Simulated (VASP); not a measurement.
# Ge (Cmmm) in VASP: a series of runs, part 2 of 2

VASP 6.6.1.

### 5 Single point, r2SCAN (strain +0.000 along x and y, -0.015 along z)

The input, POSCAR:

```
Ge
1.0
    1.3971490000     -2.6005160000      0.0000000000
    1.3971490000      2.6005160000      0.0000000000
    0.0000000000      0.0000000000      2.6577575350
Ge
1
Direct
    0.5000000000      0.5000000000      0.0000000000
```

The input, INCAR.step1:

```
SYSTEM = Ge
PREC     = Accurate       ! precision mode
ENCUT    = 520            ! plane-wave cutoff, eV
ISMEAR   = 0              ! smearing method
SIGMA    = 0.15           ! smearing width, eV
LREAL    = .FALSE.        ! projectors in reciprocal space
LASPH    = .TRUE.         ! aspherical terms in the spheres
NELM     = 80             ! most SCF steps
NBANDS   = 13             ! bands
GGA      = PE             ! functional
ALGO     = Normal         ! electronic algorithm
EDIFF    = 1E-4           ! SCF threshold, eV
LWAVE    = .TRUE.         ! write WAVECAR
LCHARG   = .FALSE.        ! write CHGCAR
```

The input, INCAR.step2:

```
SYSTEM = Ge
PREC     = Accurate       ! precision mode
ENCUT    = 520            ! plane-wave cutoff, eV
EDIFF    = 1E-6           ! SCF threshold, eV
ISMEAR   = 0              ! smearing method
SIGMA    = 0.15           ! smearing width, eV
LREAL    = .FALSE.        ! projectors in reciprocal space
LASPH    = .TRUE.         ! aspherical terms in the spheres
NELM     = 80             ! most SCF steps
ALGO     = Normal         ! electronic algorithm
ISIF     = 2              ! what is computed and relaxed
LWAVE    = .FALSE.        ! write WAVECAR
LCHARG   = .FALSE.        ! write CHGCAR
METAGGA  = R2SCAN         ! meta-GGA
LMIXTAU  = .TRUE.       
NBANDS   = 13             ! bands
ISTART   = 1
```

The input, KPOINTS:

```
regular mesh
0
G
  20 20 18
  0 0 0
```

On the command line:

```bash
> cat potpaw_PBE.64/Ge_d/POTCAR > POTCAR
> cp INCAR.step1 INCAR
> mpirun -np 1 vasp_std > vasp.out
> cp INCAR.step2 INCAR
> mpirun -np 1 vasp_std > vasp.out
```

It took 3 min on 1 thread of Intel Xeon 6975P-C (Granite Rapids), shared host; peak memory 0.35 GiB.

It converged, with:

| Quantity | Value |
| --- | --- |
| Free energy | -13.4824 eV |
| Pressure | -2.3 GPa |
| Band gap on the k mesh | zero (bands 7 and 8 overlap by 10.48 eV) |

Stress tensor (GPa, compression positive):
```
-2.53  0.00  0.00
 0.00 -3.69  0.00
 0.00  0.00 -0.71
```

Levels at points of the mesh, in eV from the Fermi level:
```
           k point  band 3  band 4  band 5  band 6  band 7  band 8  band 9  band 10  band 11  band 12
(0.00, 0.00, 0.00)  -25.41  -25.29  -25.27  -13.65    7.36    7.46    8.94    10.80    13.22    15.67
(0.50, 0.00, 0.00)  -25.33  -25.30  -25.30   -8.30   -5.70    3.47    7.80    11.57    17.95    18.04
(0.50, 0.50, 0.00)  -25.33  -25.31  -25.28   -9.22   -5.91    5.35    9.51    10.86    17.18    17.74
(0.00, 0.00, 0.50)  -25.37  -25.35  -25.30   -9.45   -6.05   10.62   12.22    16.82    17.17    17.87
(0.50, 0.00, 0.50)  -25.39  -25.30  -25.19   -3.55   -2.41   -1.95    4.07     6.71    12.29    13.72
(0.50, 0.50, 0.50)  -25.36  -25.31  -25.21   -4.59   -2.61   -2.57    3.70     8.61    14.20    15.61
```

Caveat: the cell differs from its parent crystal (strain +0.000 along x and y, -0.015 along z); the PAW data sets were made with another functional, which shifts forces and pressure a little.

### 6 Single point, r2SCAN (strain -0.015 along x and y, +0.015 along z)

The input, POSCAR:

```
Ge
1.0
    1.3761917650     -2.5615082600      0.0000000000
    1.3761917650      2.5615082600      0.0000000000
    0.0000000000      0.0000000000      2.7387044650
Ge
1
Direct
    0.5000000000      0.5000000000      0.0000000000
```

The input, INCAR.step1:

```
PREC = Accurate
ENCUT = 520
ISMEAR = 0
SIGMA = 0.15
LREAL = False
LASPH = True
NELM = 60
NBANDS = 13
GGA = PE
ALGO = Normal
EDIFF = 1E-4
LWAVE = True
LCHARG = False
```

The input, INCAR.step2:

```
PREC = Accurate
ENCUT = 520
EDIFF = 1E-7
ISMEAR = 0
SIGMA = 0.15
LREAL = False
LASPH = True
NELM = 60
ALGO = Normal
ISIF = 2
LWAVE = False
LCHARG = False
METAGGA = R2SCAN
LMIXTAU = True
NBANDS = 13
ISTART = 1
```

The input, KPOINTS:

```
regular mesh
0
Gamma
  20 20 18
```

Potentials or basis: VASP PAW PBE potentials, release 64 (Ge_d).

On the command line:

```bash
> cat potpaw_PBE.64/Ge_d/POTCAR > POTCAR
> cp INCAR.step1 INCAR
> mpirun -np 1 vasp_std > vasp.out
> cp INCAR.step2 INCAR
> mpirun -np 1 vasp_std > vasp.out
```

Run time: 20 min. Hardware: 1 thread of Oxide Virtual Turin-like, shared host; peak memory 0.32 GiB.

The run converged. Its results:

```
Free energy            : -13.4756 eV
Pressure               : -2.2 GPa
Band gap on the k mesh : zero (bands 7 and 8 overlap by 9.53 eV)
```

Stress tensor (GPa, compression positive):
```
 0.64  0.00  0.00
 0.00 -1.12  0.00
 0.00  0.00 -6.06
```

Levels at points of the mesh, in eV from the Fermi level:
```tsv
k point	band 3	band 4	band 5	band 6	band 7	band 8	band 9	band 10	band 11	band 12
(0.00, 0.00, 0.00)	-25.39	-25.28	-25.26	-13.65	6.27	8.08	9.76	10.14	13.66	16.30
(0.50, 0.00, 0.00)	-25.33	-25.29	-25.27	-7.94	-5.67	3.95	8.25	10.65	16.98	17.05
(0.50, 0.50, 0.00)	-25.33	-25.29	-25.27	-8.91	-5.90	5.91	9.90	10.00	16.41	16.67
(0.00, 0.00, 0.50)	-25.34	-25.32	-25.32	-9.97	-6.04	10.93	12.61	16.96	17.87	18.55
(0.50, 0.00, 0.50)	-25.36	-25.28	-25.19	-3.75	-2.80	-1.60	4.06	6.77	12.31	14.16
(0.50, 0.50, 0.50)	-25.33	-25.28	-25.21	-4.84	-2.98	-2.31	3.66	8.76	14.28	16.13
```

Caveat: the cell differs from its parent crystal (strain -0.015 along x and y, +0.015 along z); the stress differs along the axes, from -6 to 1 GPa; the PAW data sets were made with another functional, which shifts forces and pressure a little.

### 7 The runs side by side

```csv
cell,gap on the mesh (eV),pressure (GPa)
"a = 2.864, b = 2.864, c = 2.739 Å, angles 90.0, 90.0, 123.5°, 1 atom",none,0.1
"a = 2.908, b = 2.908, c = 2.658 Å, angles 90.0, 90.0, 123.5°, 1 atom",none,-0.3
"a = 2.908, b = 2.908, c = 2.698 Å, angles 90.0, 90.0, 123.5°, 1 atom",none,-1.2
"a = 2.952, b = 2.952, c = 2.658 Å, angles 90.0, 90.0, 123.5°, 1 atom",none,-2.3
"a = 2.908, b = 2.908, c = 2.739 Å, angles 90.0, 90.0, 123.5°, 1 atom",none,-2.2
```

Alike in all rows: task single point; level r2SCAN; potentials or basis VASP PAW PBE potentials, release 64 (Ge_d); no spin polarisation; k mesh 20 × 20 × 18; cutoff (eV) 520; smearing gaussian 0.15 eV.

Caveats: the PAW data sets were made with another functional, which shifts forces and pressure a little; the stress differs along the axes, from -6 to 4 GPa (at least some runs); the stress differs along the axes, from -6 to 1 GPa (at least some runs).

Total energies depend on the potentials used, so only differences within one code and one set of settings carry meaning.
